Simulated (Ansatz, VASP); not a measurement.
# Two plane-wave programs on As

INCAR

```
SYSTEM = As
PREC     = Accurate       ! precision mode
ENCUT    = 400            ! plane-wave cutoff, eV
EDIFF    = 1E-6           ! SCF threshold, eV
ISMEAR   = 0              ! smearing method
SIGMA    = 0.05           ! smearing width, eV
LREAL    = .False.        ! projectors in reciprocal space
LASPH    = .True.         ! aspherical terms in the spheres
NELM     = 120            ! most SCF steps
ALGO     = Normal         ! electronic algorithm
ISIF     = 2              ! what is computed and relaxed
LWAVE    = .False.        ! write WAVECAR
LCHARG   = .True.         ! write CHGCAR
LDIPOL   = .True.       
IDIPOL   = 3            
DIPOL    = 0.5 0.5 0.255
GGA      = PE             ! functional
IVDW     = 12             ! dispersion correction
LELF     = .True.         ! ELF
LVHAR    = .True.       
LVACPOTAV= .True.       
NBANDS   = 22             ! bands
GGA_COMPAT= .False.      
NELMDL   = -8
```

File KPOINTS:

```
Automatic mesh
0
Gamma
  9 9 1
  0 0 0
```

File POSCAR:

```
As
1.0
    3.5713387681      0.0000000000      0.0000000000
   -1.7856693841      3.0928700987      0.0000000000
    0.0000000000      0.0000000000     18.3976402524
As
2
Direct
    0.3333333333      0.6666666667      0.2933876398
    0.6666666667      0.3333333333      0.2174191877
```

Input for Ansatz:

```yaml
crystal:
  lattice:
    - [3.5713387681, 0.0, 0.0]
    - [-1.7856693841, 3.0928700987, 0.0]
    - [0.0, 0.0, 18.3976402524]
  atoms:
    - { symbol: As, position: [0.3333333333, 0.6666666667, 0.2933876398] }
    - { symbol: As, position: [0.6666666667, 0.3333333333, 0.2174191877] }
basis:
  ecutwfc: 420
kpoints:
  mp_grid: { grid: [9, 9, 1] }
hamiltonian:
  xc: pbe
  dispersion: d3bj
scf:
  occupations: { method: gaussian, width: 0.05 }
output:
  forces: true
  eigenvalues: true
efield:
  axis: 3
  dipole_correction: true
  ramp_width: 0.04
```

Alike in both runs: task single point; functional PBE; dispersion D3(BJ); k mesh 9 × 9 × 1; occupations gaussian, width 0.05 eV; no spin polarisation.

|  | VASP | Ansatz |
| --- | --- | --- |
| version | VASP 6.6.1 | Ansatz 0.2.0 |
| potentials or method | VASP PAW PBE potentials, release 64 (As_d), cutoff 400 eV | scalar-relativistic, plane waves, PAW |
| valence electrons in the cell | 30 | 30 |

|  | VASP | Ansatz | Ansatz less VASP |
| --- | --- | --- | --- |
| gap on the k mesh at the Fermi level (eV) | 1.55 | 1.55 | -0.004 |
| least direct gap on the mesh (eV) | 2.04 | 2.05 | +0.004 |
| rms of the force components (eV/Å) | 0.015 | 0.000 | -0.0153 |

Atom by atom the forces differ by 0.015 eV/Å (rms over components).
